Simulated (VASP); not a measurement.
**BiTe: relaxation of cell and atoms with PBEsol+D4**

BiTe:

```
Bi Te
1.0
     0.00000    3.23500    3.23500
     3.23500    0.00000    3.23500
     3.23500    3.23500    0.00000
Bi Te
1 1
Direct
  0.00000 0.00000 0.00000
  0.50000 0.50000 0.50000
```

```json
{
 "Program": "VASP 6.6.1",
 "Task": "relaxation of cell and atoms",
 "Functional": "PBEsol",
 "Dispersion": "D4",
 "Potentials or basis": "VASP PAW PBE potentials, release 64 (Bi_d, Te)",
 "Cutoff": "600 eV",
 "k mesh": "7 × 7 × 7",
 "Occupations": "fermi-dirac, width 0.05 eV",
 "Spin": "no spin polarisation",
 "Dipole correction": "no",
 "Further INCAR settings": "ALGO = Normal; EDIFF = 1e-06; IBRION = 2; EDIFFG = -0.01; NSW = 60; ISIF = 3"
}
```

```json
{
  "Relaxed volume": "32.02 Å³/atom",
  "Relaxed cell": "a = 4.491 Å, b = 4.491 Å, c = 4.491 Å, α = 60.00°, β = 60.00°, γ = 60.00°",
  "Space group after relaxing (to 0.05 Å)": "Fm-3m (No. 225)",
  "Energy gained by relaxing": "16.8 meV/atom",
  "Ionic steps": "3",
  "Pressure after relaxing": "0.0 GPa",
  "Dispersion energy per atom": "-0.299 eV"
}
```

The path:
```
step  energy change (eV)  largest force (eV/Å)  pressure (GPa)  volume (Å³)
   1              0.0000                0.0000           -2.78        67.71
   2             -0.0227                0.0000            1.90        62.11
   3             -0.0336                0.0000            0.01        64.04
```

Final structure:
```xyz
2
Lattice="0.0000 3.1755 3.1755 3.1755 0.0000 3.1755 3.1755 3.1755 0.0000" Properties=species:S:1:pos:R:3 pbc="T T T"
Bi    0.0000    0.0000    0.0000
Te    3.1755    3.1755    3.1755
```

Levels at points of the mesh, in eV from the Fermi level:
```
           k point  band 7  band 8  band 9  band 10  band 11  band 12  band 13  band 14
(0.00, 0.00, 0.00)   -7.97   -2.72   -2.72    -2.72     2.23     2.23     2.23     4.51
```

Run time: 100 s on 1 thread of AMD EPYC 7R43 64-Core Processor (Zen 3), with other jobs on the host, peak memory 0.21 GiB.

Caveat: the PAW data sets were made with another functional, which shifts forces and pressure a little; spin-orbit coupling is left out, which moves the levels of the heavy elements; pairwise dispersion overbinds metals, which lowers pressure and volume.
